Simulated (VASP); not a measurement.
# TiAl (Pm-3m) in VASP: further runs

TiAl is run at these levels: PBEsol; tasks: single point, relaxation of cell and atoms.

Program: VASP 6.6.1. These are calculated values, not measurements. Logs are shortened: lines on timing, memory, paths and dates and some standing lists are left out, and cuts for length are marked.

## Step 1: The cell of the first run

Symmetry: Pm-3m, No. 221, cubic system. Conventional cell: a = 3.116 Å, b = 3.116 Å, c = 3.116 Å, α = 90.00°, β = 90.00°, γ = 90.00°. Ti (site symmetry m-3m) has 8 Al at 2.70 Å and 6 Ti at 3.12 Å within 3.6 Å. Within 3.6 Å of Al (site symmetry m-3m) lie 8 Ti at 2.70 Å and 6 Al at 3.12 Å.

## Step 2: Single point, PBEsol

INCAR

```
SYSTEM = TiAl
ALGO = Normal
EDIFF = 1E-7
ENCUT = 520
GGA = PS
ISIF = 2
ISMEAR = -1
LASPH = .True.
LCHARG = .True.
LELF = .True.
LREAL = .False.
LVHAR = .True.
LWAVE = .False.
NBANDS = 14
NELM = 100
PREC = Accurate
SIGMA = 0.05
```

KPOINTS

```
k-points
0
Gamma
  8 8 8
  0 0 0
```

POSCAR

```
TiAl
1.0
    3.1163646369      0.0000000000      0.0000000000
    0.0000000000      3.1163646369      0.0000000000
    0.0000000000      0.0000000000      3.1163646369
Ti Al
1 1
Direct
    0.0000000000      0.0000000000      0.0000000000
    0.5000000000      0.5000000000      0.5000000000
```

Potentials or basis: VASP PAW PBE potentials, release 64 (Ti_sv, Al).

Run with:

```bash
> cat potpaw_PBE.64/Ti_sv/POTCAR potpaw_PBE.64/Al/POTCAR > POTCAR
> mpirun -np 1 vasp_std > vasp.out
```

OUTCAR:

```text
SYSTEM = TiAl
   EDIFF = 1E-7
   ENCUT = 520
   GGA = PS
   ISIF = 2
   ISMEAR = -1
   LASPH = .True.
   LREAL = .False.
   NELM = 100
   PREC = Accurate

 ion  position               nearest neighbor table
   1  0.000  0.000  0.000-   2 2.70   2 2.70   2 2.70   2 2.70   2 2.70   2 2.70   2 2.70   2 2.70

   2  0.500  0.500  0.500-   1 2.70   1 2.70   1 2.70   1 2.70   1 2.70   1 2.70   1 2.70   1 2.70

  LATTYP: Found a simple cubic cell.
 ALAT       =     3.1163646369

  Lattice vectors:

 A1 = (   3.1163646369,   0.0000000000,   0.0000000000)
 A2 = (   0.0000000000,   3.1163646369,   0.0000000000)
 A3 = (   0.0000000000,   0.0000000000,   3.1163646369)

Analysis of symmetry for initial positions (statically):
=====================================================================
 Subroutine PRICEL returns:
 Original cell was already a primitive cell.

 Routine SETGRP: Setting up the symmetry group for a
 simple cubic supercell.

 Subroutine GETGRP returns: Found 48 space group operations
 (whereof 48 operations were pure point group operations)
 out of a pool of 48 trial point group operations.

The static configuration has the point symmetry O_h .

Analysis of symmetry for dynamics (positions and initial velocities):
=====================================================================
 Subroutine PRICEL returns:
 Original cell was already a primitive cell.

 Routine SETGRP: Setting up the symmetry group for a
 simple cubic supercell.

 Subroutine GETGRP returns: Found 48 space group operations
 (whereof 48 operations were pure point group operations)
 out of a pool of 48 trial point group operations.

The dynamic configuration has the point symmetry O_h .

 Subroutine INISYM returns: Found 48 space group operations
 (whereof 48 operations are pure point group operations),
 and found     1 'primitive' translations

----------------------------------------------------------------------------------------

                                     Primitive cell

  volume of cell :      30.2653

  direct lattice vectors                    reciprocal lattice vectors
     3.116364637  0.000000000  0.000000000     0.320886711  0.000000000  0.000000000
     0.000000000  3.116364637  0.000000000     0.000000000  0.320886711  0.000000000
     0.000000000  0.000000000  3.116364637     0.000000000  0.000000000  0.320886711

  length of vectors
     3.116364637  3.116364637  3.116364637     0.320886711  0.320886711  0.320886711

  position of ions in fractional coordinates (direct lattice)
     0.000000000  0.000000000  0.000000000
     0.500000000  0.500000000  0.500000000

  ion indices of the primitive-cell ions
   primitive index   ion index
                 1           1
                 2           2

----------------------------------------------------------------------------------------

 KPOINTS: k-points

Automatic generation of k-mesh.
 Grid dimensions read from file:
 generate k-points for:    8    8    8

 Generating k-lattice:

  Cartesian coordinates                     Fractional coordinates (reciprocal lattice)
     0.040110839  0.000000000  0.000000000     0.125000000  0.000000000  0.000000000
     0.000000000  0.040110839  0.000000000     0.000000000  0.125000000  0.000000000
     0.000000000  0.000000000  0.040110839     0.000000000  0.000000000  0.125000000

  Length of vectors
     0.040110839  0.040110839  0.040110839

  Shift w.r.t. Gamma in fractional coordinates (k-lattice)
     0.000000000  0.000000000  0.000000000

 Subroutine IBZKPT returns following result:
 ===========================================

 Found     35 irreducible k-points:

 Following reciprocal coordinates:
            Coordinates               Weight
  0.000000  0.000000  0.000000      1.000000
  0.125000  0.000000  0.000000      6.000000
  0.250000  0.000000  0.000000      6.000000
  0.375000  0.000000  0.000000      6.000000
  0.500000  0.000000  0.000000      3.000000
  0.125000  0.125000  0.000000     12.000000
[... 16 lines left out ...]
  0.375000  0.375000  0.125000     24.000000
  0.500000  0.375000  0.125000     24.000000
 [... further k-points ...]
   k-points           NKPTS =     35   k-points in BZ     NKDIM =     35   number of bands    NBANDS=     14
   number of dos      NEDOS =    301   number of ions     NIONS =      2
   total plane-waves  NPLWV =  13824
   dimension x,y,z NGX =    24 NGY =   24 NGZ =   24
   dimension x,y,z NGXF=    48 NGYF=   48 NGZF=   48
   ions per type =               1   1
   NGX,Y,Z   is equivalent  to a cutoff of  12.80, 12.80, 12.80 a.u.
   NGXF,Y,Z  is equivalent  to a cutoff of  25.61, 25.61, 25.61 a.u.
 SYSTEM =  TiAl
   PREC   = accura    normal or accurate (medium, high low for compatibility)
   ISTART =      0    job   : 0-new  1-cont  2-samecut
   ICHARG =      2    charge: 1-file 2-atom 10-const
   ISPIN  =      1    spin polarized calculation?
   LNONCOLLINEAR =      F non collinear calculations
   LSORBIT =      F    spin-orbit coupling
   LASPH  =      T    aspherical Exc in radial PAW
   ENCUT  =  520.0 eV  38.22 Ry    6.18 a.u.   5.79  5.79  5.79*2*pi/ulx,y,z
   NELM   =    100;   NELMIN=  2; NELMDL= -5     # of ELM steps
   EDIFF  = 0.1E-06   stopping-criterion for ELM
   LREAL  =      F    real-space projection
   EDIFFG = 0.1E-05   stopping-criterion for IOM
   NSW    =      0    number of steps for IOM
   IBRION =     -1    ionic relax: 0-MD 1-quasi-New 2-CG
   NFREE  =      0    steps in history (QN), initial steepest desc. (CG)
   ISIF   =      2    stress and relaxation
   ISYM   =      2    0-nonsym 1-usesym 2-fastsym
   POTIM  = 0.5000    time-step for ionic-motion
   TEBEG  =    0.0;   TEEND  =   0.0 temperature during run
   PSTRESS=    0.0 pullay stress
   NELECT =      15.0000    total number of electrons
   NUPDOWN=      -1.0000    fix difference up-down
   EMIN   =  10.00;   EMAX   =-10.00  energy-range for DOS
   EFERMI =   0.00;   METHOD = LEGACY
   ISMEAR =    -1;   SIGMA  =   0.05  broadening in eV -4-tet -1-fermi 0-gaus
   EFERMI_NEDOS =   21; number of points for ismear=-14 and -15
   IALGO  =     38    algorithm
   IMIX   =      4    mixing-type and parameters
     AMIX     =   0.40;   BMIX     =  1.00
     AMIX_MAG =   1.60;   BMIX_MAG =  1.00
  volume/ion in A,a.u.               =      15.13       102.12
  Fermi-wavevector in a.u.,A,eV,Ry     =   1.295558  2.448250 22.836991  1.678471
  Thomas-Fermi vector in A             =   2.427070
   LORBIT       =      0    0 simple, 1 ext, 2 COOP (PROOUT), +10 PAW based schemes
   GGA     = PS    functional components
   LHFCALC =     F    Hartree Fock is set to
   AEXX    =    0.0000 exact exchange contribution
   IVDW    =     0    specifies the selected vdW correction
   LEPSILON=     F    determine dielectric tensor
   LRPA    =     F    only Hartree local field effects (RPA)
 non-spin polarized calculation
  energy-cutoff  :      520.00
  volume of cell :       30.27
 maximum number of plane-waves:       840
 NGX is ok and might be reduce to    24
   NGX = 11   NGY = 11   NGZ = 11

 number of electron      14.9999998 magnetization

 Free energy of the ion-electron system (eV)
  ---------------------------------------------------
  ext. energy  EPLUGINS =         0.00000000
  ---------------------------------------------------
  free energy    TOTEN  =       -12.95464411 eV

  energy without entropy =      -12.93315668  energy(sigma->0) =      -12.94390039

 E-fermi :   9.3148     XC(G=0): -11.4517

 val. band max:        9.2729196136   @ k =   0.3750   0.1250   0.1250
 cond. band min:       9.3332017728   @ k =   0.3750   0.3750   0.2500
 fundamental gap:      0.0602821592
 Fermi energy:         9.3147643045

 k-point     1 :       0.0000    0.0000    0.0000
  band No.  band energies     occupation
      1     -47.2208      2.00000
      2     -23.5176      2.00000
      3     -23.5176      2.00000
      4     -23.5176      2.00000
      5      -0.2016      2.00000
      6       7.7384      2.00000
      7       7.7384      2.00000
      8      11.2477      0.00000
      9      11.2477      0.00000
     10      11.2477      0.00000
     11      14.0361      0.00000
     12      14.0361      0.00000
     13      14.0361      0.00000
     14      18.5127      0.00000

 k-point     2 :       0.1250    0.0000    0.0000
  band No.  band energies     occupation
      1     -47.2178      2.00000
      2     -23.5498      2.00000
      3     -23.5147      2.00000
      4     -23.5147      2.00000
      5       0.0601      2.00000
      6       7.6002      2.00000
      7       7.8574      2.00000
      8      10.8386      0.00000
      9      10.8386      0.00000
     10      11.2799      0.00000
     11      13.1692      0.00000
     12      14.6303      0.00000
     13      14.6303      0.00000
     14      18.1372      0.00000

 k-point     3 :       0.2500    0.0000    0.0000
  band No.  band energies     occupation
      1     -47.2108      2.00000
      2     -23.6269      2.00000
      3     -23.5079      2.00000
      4     -23.5079      2.00000
      5       0.8207      2.00000
      6       6.8504      2.00000
      7       8.1718      2.00000
      8      10.1536      0.00000
      9      10.1536      0.00000
     10      11.3590      0.00000
     11      12.3298      0.00000
     12      15.8956      0.00000
     13      15.8956      0.00000
     14      17.2272      0.00000
[... 324 lines left out ...]
 k-point    23 :       0.3750    0.3750    0.1250
  band No.  band energies     occupation
      1     -47.1846      2.00000
      2     -23.6751      2.00000
      3     -23.6716      2.00000
      4     -23.5141      2.00000
      5       3.6862      2.00000
      6       6.5608      2.00000
      7       7.1407      2.00000
      8       8.9813      1.99747
      9      10.0744      0.00000
     10      10.2938      0.00000
     11      12.5655      0.00000
     12      14.2440      0.00000
     13      15.6507      0.00000
     14      16.9771      0.00000

 k-point    24 :       0.5000    0.3750    0.1250
  band No.  band energies     occupation
      1     -47.1818      2.00000
      2     -23.7029      2.00000
      3     -23.6690      2.00000
      4     -23.5111      2.00000
      5       4.1393      2.00000
      6       6.2390      2.00000
      7       7.2958      2.00000
      8       8.7060      1.99999
      9      10.2688      0.00000
     10      10.2839      0.00000
     11      12.4242      0.00000
     12      14.4762      0.00000
     13      14.7994      0.00000
     14      17.1836      0.00000

 [... further k-points ...]
[... 5 lines left out ...]
  --------------------------------------------------------------------------------------
  -------------------------------------------------------------------------------------
  Total        0.9462867      0.9462867      0.9462867      0.0000000     -0.0000000      0.0000000
  in kB       50.0943241     50.0943241     50.0943241      0.0000000     -0.0000000      0.0000000
  external PRESSURE =      50.0943241 kB  Pullay stress =       0.0000000 kB

 VOLUME and BASIS-vectors are now :
 -----------------------------------------------------------------------------
  energy-cutoff  :      520.00
  volume of cell :       30.27
      direct lattice vectors                 reciprocal lattice vectors
     3.116364637  0.000000000  0.000000000     0.320886711  0.000000000  0.000000000
     0.000000000  3.116364637  0.000000000     0.000000000  0.320886711  0.000000000
     0.000000000  0.000000000  3.116364637     0.000000000  0.000000000  0.320886711

 POSITION                                       TOTAL-FORCE (eV/Angst)
 -----------------------------------------------------------------------------------
      0.00000      0.00000      0.00000         0.000000      0.000000      0.000000
      1.55818      1.55818      1.55818         0.000000      0.000000      0.000000
 -----------------------------------------------------------------------------------
    total drift:                                0.000000      0.000000      0.000000

  FREE ENERGIE OF THE ION-ELECTRON SYSTEM (eV)
  ---------------------------------------------------
  free  energy   TOTEN  =       -12.9546441061 eV

  energy  without entropy=      -12.9331566812  energy(sigma->0) =      -12.94390039
```

Run time: 7.9 s. Hardware: 1 thread of Intel Xeon 6975P-C, shared host; peak memory 0.14 GiB.

Results:

```yaml
Free_energy: -12.9546 eV
Pressure: 5.0 GPa
```

Caveat: the PAW data sets were made with another functional, which shifts forces and pressure a little.

## Step 3: Single point, PBEsol

This run uses another cell than the first one, of 15.48 Å³/atom, 1.023 times its volume.

INCAR

```
SYSTEM = TiAl
PREC = Accurate ; ENCUT = 520
EDIFF = 1E-6 ; ISMEAR = -1
SIGMA = 0.05 ; LREAL = .False.
LASPH = .True. ; NELM = 80
ALGO = Normal ; ISIF = 2
LWAVE = .False. ; LCHARG = .True.
GGA = PS ; LELF = .True.
LVHAR = .True. ; NBANDS = 14
```

KPOINTS

```
Automatic mesh
0
Gamma
  8 8 8
  0 0 0
```

POSCAR

```
TiAl
1.0
    3.1398902623      0.0000000000      0.0000000000
    0.0000000000      3.1398902623      0.0000000000
    0.0000000000      0.0000000000      3.1398902623
Ti Al
1 1
Direct
    0.0000000000      0.0000000000      0.0000000000
    0.5000000000      0.5000000000      0.5000000000
```

Potentials or basis: VASP PAW PBE potentials, release 64 (Ti_sv, Al).

Run with:

```bash
> cat potpaw_PBE.64/Ti_sv/POTCAR potpaw_PBE.64/Al/POTCAR > POTCAR
> mpirun -np 1 vasp_std > vasp.out
```

Wall time 7.4 s (1 thread of Intel Xeon 6975P-C, shared host); peak memory 0.14 GiB.

It converged, with:

```yaml
Free_energy: -12.9699 eV
Pressure: 2.0 GPa
```

Levels at points of the mesh, in eV from the Fermi level:
```
           k point  band 4  band 5  band 6  band 7  band 8  band 9  band 10  band 11
(0.00, 0.00, 0.00)  -32.88   -9.42   -1.52   -1.52    1.88    1.88     1.88     4.61
(0.50, 0.00, 0.00)  -32.86   -6.05   -5.29   -0.58    0.15    0.15     2.10     3.17
(0.50, 0.50, 0.00)  -32.85   -5.10   -2.09   -2.09   -1.52    0.72     0.72     2.90
(0.50, 0.50, 0.50)  -33.03   -3.21   -3.21   -3.21    0.88    2.97     2.97     3.02
```

Caveat: the PAW data sets were made with another functional, which shifts forces and pressure a little.

## Step 4: Relaxation of cell and atoms, PBEsol, target pressure 2 GPa, at which the enthalpy is minimised

This run uses another cell than the first one, of 16.06 Å³/atom, 1.062 times its volume.

INCAR

```
PREC     = Accurate       # precision mode
ENCUT    = 600            # plane-wave cutoff, eV
EDIFF    = 1E-6           # SCF threshold, eV
ISMEAR   = -1             # smearing method
SIGMA    = 0.05           # smearing width, eV
LREAL    = F              # projectors in reciprocal space
LASPH    = T              # aspherical terms in the spheres
NELM     = 80             # most SCF steps
ALGO     = Fast           # electronic algorithm
ISIF     = 3              # what is computed and relaxed
LWAVE    = F              # write WAVECAR
LCHARG   = F              # write CHGCAR
GGA      = PS             # functional
IBRION   = 2              # ionic algorithm
NSW      = 60             # ionic steps
EDIFFG   = -0.01          # ionic threshold
PSTRESS  = 20.0
```

KPOINTS

```
regular mesh
0
Gamma
  8 8 8
```

POSCAR

```
TiAl
1.0
    3.1790640000      0.0000000000      0.0000000000
    0.0000000000      3.1790640000      0.0000000000
    0.0000000000      0.0000000000      3.1790640000
Ti Al
1 1
Direct
    0.0000000000      0.0000000000      0.0000000000
    0.5000000000      0.5000000000      0.5000000000
```

Run with:

```bash
> cat potpaw_PBE.64/Ti_sv/POTCAR potpaw_PBE.64/Al/POTCAR > POTCAR
> mpirun -np 1 vasp_std > vasp.out
```

It took 72 s on 1 thread of Intel Xeon 6975P-C, shared host; peak memory 0.17 GiB.

The run converged. Its results:

* Free energy: -12.9707 eV
* Relaxed volume: 15.48 Å³/atom
* Relaxed cell: a = 3.140 Å, b = 3.140 Å, c = 3.140 Å, α = 90.00°, β = 90.00°, γ = 90.00°
* Space group after relaxing (to 0.05 Å): Pm-3m (No. 221)
* Energy change on relaxing (the enthalpy is what falls): -0.9 meV/atom
* Ionic steps: 3
* Pressure after relaxing: 2.0 GPa

Step by step:
```
step  energy change (eV)  largest force (eV/Å)  pressure (GPa)  volume (Å³)
   1              0.0000                0.0000           -2.33        32.13
   2              0.0171                0.0000            5.52        30.15
   3             -0.0017                0.0000            1.99        30.97
```

Final structure:
```yaml
crystal:
  lattice:
    - [3.14021, 0.00000, 0.00000]
    - [0.00000, 3.14021, 0.00000]
    - [0.00000, 0.00000, 3.14021]
  atoms:
    - { symbol: Ti, position: [0.00000, 0.00000, 0.00000] }
    - { symbol: Al, position: [0.50000, 0.50000, 0.50000] }
```

Levels at points of the mesh, in eV from the Fermi level:
```csv
k point,band 5,band 6,band 7,band 8,band 9,band 10
"(0.00, 0.00, 0.00)",-9.42,-1.52,-1.52,1.88,1.88,1.88
"(0.50, 0.00, 0.00)",-6.05,-5.29,-0.58,0.15,0.15,2.10
"(0.50, 0.50, 0.00)",-5.10,-2.09,-2.09,-1.52,0.72,0.72
"(0.50, 0.50, 0.50)",-3.20,-3.20,-3.20,0.88,3.02,3.02
```

Caveat: the cell is relaxed towards a set pressure, so the enthalpy falls and the energy may rise; the PAW data sets were made with another functional, which shifts forces and pressure a little.

## Step 5: Overview

```tsv
task	cell	cutoff (eV)	gap on the mesh (eV)	pressure (GPa)
single point	a = 3.116 Å, 2 atoms	520	none	5.0
single point	a = 3.140 Å, 2 atoms	520	none	2.0
relaxation of cell and atoms	relaxed to 2 GPa from a = 3.179 Å, 2 atoms	600	none	2.0
```

Alike in all rows: level PBEsol; potentials or basis VASP PAW PBE potentials, release 64 (Ti_sv, Al); no spin polarisation; k mesh 8 × 8 × 8; smearing fermi-dirac 0.05 eV.

Caveats: the PAW data sets were made with another functional, which shifts forces and pressure a little; the cell is relaxed towards a set pressure, so the enthalpy falls and the energy may rise (some runs).

Total energies depend on the potentials used, so only differences within one code and one set of settings carry meaning.
